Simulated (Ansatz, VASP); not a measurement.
# Two plane-wave programs on Ca

```
CELL_PARAMETERS angstrom
3.46021 0.21626 0.21626
0.21626 3.46021 0.21626
0.21626 0.21626 3.46021
ATOMIC_POSITIONS crystal
Ca 0.00000 0.00000 0.00000
```

Alike in both runs: task single point; functional PBEsol; k mesh 20 × 20 × 20; occupations gaussian, width 0.15 eV; no spin polarisation.

|  | VASP | Ansatz |
| --- | --- | --- |
| version | VASP 6.6.1 | Ansatz 0.2.0 |
| potentials or method | VASP PAW PBE potentials, release 64 (Ca_sv), cutoff 520 eV | scalar-relativistic, plane waves, PAW |
| valence electrons in the cell | 10 | 10 |

|  | VASP | Ansatz | Ansatz less VASP |
| --- | --- | --- | --- |
| gap on the k mesh at the Fermi level (eV) | none | none | - |
| pressure (GPa) | 0.1 | 0.1 | 0.00 |
| traceless stress, the component that is largest in VASP (GPa) | 1.08 | 1.08 | +0.001 |

VASP's potentials were made for PBE, not for PBEsol. A gap of «none» marks a metal or a gap that the smearing closes. With one functional, cell and mesh, what is left measures potentials, basis and numerics.
